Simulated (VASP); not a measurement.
Runs of VASP 6.6.1 on Re. The structure is that of space group P6_3/mmc (No. 194), or close to it. The cells are those of the table. 

```csv
task,cell,cutoff (eV),gap on the mesh (eV),pressure (GPa)
single point,"a = 2.735, b = 2.735, c = 4.412 Å, angles 90.0, 90.0, 120.0°, 2 atoms",520,none,2.4
single point,"a = 2.722, b = 2.722, c = 4.390 Å, angles 90.0, 90.0, 120.0°, 2 atoms",520,none,9.0
single point,"a = 2.749, b = 2.749, c = 4.434 Å, angles 90.0, 90.0, 120.0°, 2 atoms",520,none,(a)
relaxation of cell and atoms,"relaxed from a = 2.735, b = 2.735, c = 4.412 Å, angles 90.0, 90.0, 120.0°, 2 atoms",600,none,0.0
```

Alike in all rows: level LDA; potentials or basis VASP PAW LDA potentials, release 64 (Re); no spin polarisation; k mesh 11 × 11 × 6; smearing methfessel-paxton 0.1 eV.

Problem. Fill in the values left out.

Solution. (a) -3.7.

Caveats: spin-orbit coupling is left out, which moves the levels of the heavy elements.

A k mesh can miss the band edges, and the runs leave out spin-orbit coupling on Re.

A gap of «none» marks levels without a gap at the run's occupations.
